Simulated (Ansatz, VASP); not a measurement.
# HfB: VASP beside Ansatz

```
CELL_PARAMETERS angstrom
0.00000 2.31000 2.31000
2.31000 0.00000 2.31000
2.31000 2.31000 0.00000
ATOMIC_POSITIONS crystal
Hf 0.50000 0.50000 0.50000
B 0.00000 0.00000 0.00000
```

Alike in both runs: task relaxation of cell and atoms; functional PBE; dispersion D3(BJ); k mesh 10 × 10 × 10; occupations fermi-dirac, width 0.05 eV; no spin polarisation.

|  | VASP | Ansatz |
| --- | --- | --- |
| version | VASP 6.6.1 | Ansatz 0.2.0 |
| potentials or method | VASP PAW PBE potentials, release 64 (Hf_pv, B) | Ansatz PAW |
| plane-wave cutoff (eV) | 600 | 420 |
| valence electrons in the cell | 13 | 29 |

Ansatz gave:

| Property | Result |
| --- | --- |
| gap on the k mesh at the Fermi level, each at its own relaxed structure (eV) | none |
| relaxed volume (Å³/atom) | 13.78 |
| relaxed cell length with the largest relative difference (Å) | 3.391 |

What did VASP give for the same quantities?

gap on the k mesh at the Fermi level, each at its own relaxed structure (eV): none; relaxed volume (Å³/atom): 13.81; relaxed cell length with the largest relative difference (Å): 3.393.

A gap of «none» marks a metal or a gap that the smearing closes. VASP's potentials hold 13 valence electrons a cell and Ansatz's 29, so a difference there can come from the potentials and not from the codes.

Spin-orbit coupling is off throughout. Noted on Ansatz's run: the plane-wave basis is chosen anew once the cell has moved, so the energies of steps on either side of that aren't comparable.
